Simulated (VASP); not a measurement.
Write the native input for VASP 6.6.1 that does the following.

```
Task                   : single point
Functional             : PBE
Potentials or basis    : VASP PAW PBE potentials, release 64 (Zn, Cd, Te)
Cutoff                 : 520 eV
k mesh                 : 3 × 3 × 6
Occupations            : gaussian, width 0.1 eV
Spin                   : no spin polarisation
Dipole correction      : no
Further INCAR settings : ALGO = Fast; EDIFF = 1e-06; NBANDS = 39
```

The structure of ZnCd3Te2 lies in POSCAR:

```
ZnCd3Te2
1.0
    6.6792261700      0.0000000000      0.0000000000
   -3.3396130800      5.7843795400      0.0000000000
    0.0000000000      0.0000000000      3.7189334400
Zn Cd Te
1 3 2
Direct
    0.0000000000      0.0000000000      0.0000000000
    0.5000000000      0.0000000000      0.5000000000
    0.5000000000      0.5000000000      0.5000000000
    0.0000000000      0.5000000000      0.5000000000
    0.3333333300      0.6666666700      0.0000000000
    0.6666666700      0.3333333300      0.0000000000
```

One way to write it, as run:

INCAR

```
PREC = Accurate
ENCUT = 520
EDIFF = 1E-6
ISMEAR = 0
SIGMA = 0.1
LREAL = F
LASPH = T
NELM = 80
ALGO = Fast
ISIF = 2
LWAVE = F
LCHARG = F
GGA = PE
NBANDS = 39
```

KPOINTS

```
Automatic mesh
0
Gamma
  3 3 6
```

Potentials or basis: VASP PAW PBE potentials, release 64 (Zn, Cd, Te).

Run with:

```sh
$ cat potpaw_PBE.64/Zn/POTCAR potpaw_PBE.64/Cd/POTCAR potpaw_PBE.64/Te/POTCAR > POTCAR
$ mpirun -np 1 vasp_std > vasp.out
```

Results of the run:

- Pressure: 24.3 GPa
- Band gap on the k mesh: zero (band 30 reaches 6.54 eV, above the bottom of band 31 at 3.72 eV)

Caveat: the k points lie up to 0.36 Å⁻¹ apart; spin-orbit coupling is left out, which moves the levels of the heavy elements.

Run time: 33 s on 1 thread of Intel(R) Xeon(R) 6975P-C (Granite Rapids) (shared host), peak memory 0.28 GiB.
